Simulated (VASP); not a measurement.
Input of a VASP 6.6.1 run:

File INCAR:

```
PREC = Accurate ; ENCUT = 520
EDIFF = 1E-6 ; ISMEAR = -1
SIGMA = 0.05 ; LREAL = F
LASPH = T ; NELM = 80
ALGO = Normal ; ISIF = 2
LWAVE = F ; LCHARG = F
GGA = RP ; IVDW = 12
NBANDS = 16
```

KPOINTS

```
regular mesh
0
Gamma
  8 8 8
```

File POSCAR:

```
CdS
1.0
    0.0000000000      2.8574880637      2.8574880637
    2.8574880637      0.0000000000      2.8574880637
    2.8574880637      2.8574880637      0.0000000000
Cd S
1 1
Direct
    0.0000000000      0.0000000000      0.0000000000
    0.7500000000      0.7500000000      0.7500000000
```

Potentials or basis: VASP PAW PBE potentials, release 64 (Cd, S).

Run with:

```bash
$ cat potpaw_PBE.64/Cd/POTCAR potpaw_PBE.64/S/POTCAR > POTCAR
$ mpirun -np 1 vasp_std > vasp.out
```

Estimate the band gap on the k mesh.

1.46 eV, direct.

Predict the pressure.

0.4 GPa.

Predict the dispersion energy per atom.

-1.249 eV.

Caveat: the PAW data sets were made with another functional, which shifts forces and pressure a little. RPBE gaps usually lie below the measured ones, often by a third to a half.
